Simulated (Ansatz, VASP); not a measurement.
## Ca2AlO: VASP beside Ansatz

```
Ca Al O
1.0
     3.87376    0.00000    0.00000
     0.00000    3.87376    0.00000
     0.00000    0.00000    5.42437
Ca Al O
2 1 1
Direct
  0.00000 0.50000 0.22494
  0.50000 0.00000 0.77506
  0.00000 0.00000 0.00000
  0.50000 0.50000 0.50000
```

Change from the starting cell: species swapped into the ZnSnAs2 type (P-4m2, No. 115).

Alike in both runs: task relaxation of cell and atoms; functional PBE; k mesh 4 × 4 × 4; occupations gaussian, width 0.1 eV; no spin polarisation.

|  | VASP | Ansatz |
| --- | --- | --- |
| version | VASP 6.6.1 | Ansatz 0.2.0 |
| potentials or method | VASP PAW PBE potentials, release 64 (Ca_sv, Al, O), cutoff 600 eV | scalar-relativistic, plane waves, PAW |
| valence electrons in the cell | 29 | 29 |

VASP gave:

```
gap on the k mesh at the Fermi level, each at its own relaxed structure (eV) : none
relaxed volume (Å³/atom)                                                     : 25.13
relaxed length of the cell vector where the two differ most in proportion (Å)              : 7.832
```

**Question.** Which values does Ansatz return?

**Answer.** gap on the k mesh at the Fermi level, each at its own relaxed structure (eV): none; relaxed volume (Å³/atom): 25.26; relaxed length of the cell vector where the two differ most in proportion (Å): 8.140.

A gap of «none» marks a metal or a gap that the smearing closes.

The k mesh is coarse, so the values compare programs but aren't converged. Noted on VASP's run: the volume moved by over 15 % at a fixed basis, so the end points are rough.
